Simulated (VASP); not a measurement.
Crystal: Sr.

```xyz
1
Lattice="0.0000 3.0423 3.0423 3.0423 0.0000 3.0423 3.0423 3.0423 0.0000" Properties=species:S:1:pos:R:3 pbc="T T T"
Sr    0.0000    0.0000    0.0000
```

```yaml
Program: VASP 6.6.1
Task: relaxation of cell and atoms
Functional: PBEsol
Potentials_or_basis: VASP PAW PBE potentials, release 64 (Sr_sv)
Cutoff: 600 eV
k_mesh: 6 × 6 × 6
Occupations: fermi-dirac, width 0.05 eV
Spin: no spin polarisation
```

At the start: pressure -0.9 GPa; volume 56.32 Å³/atom.

Q: How do energy, volume and symmetry change on relaxing?

A: Over 3 steps the energy falls by 11.5 meV/atom and the volume is 52.06 Å³/atom (-7.6 %); space group Fm-3m (No. 225, to 0.1 Å) before and after.

The path:
| step | energy change (eV) | largest force (eV/Å) | pressure (GPa) | volume (Å³) |
| --- | --- | --- | --- | --- |
| 1 | 0.0000 | 0.0000 | -0.85 | 56.32 |
| 2 | -0.0094 | 0.0000 | -0.39 | 53.91 |
| 3 | -0.0115 | 0.0000 | 0.04 | 52.06 |

Final structure:
```
Sr
1.0
     0.00000    2.96355    2.96355
     2.96355    0.00000    2.96355
     2.96355    2.96355    0.00000
Sr
1
Direct
  0.00000 0.00000 0.00000
```

Caveat: the PAW data sets were made with another functional, which shifts forces and pressure a little.
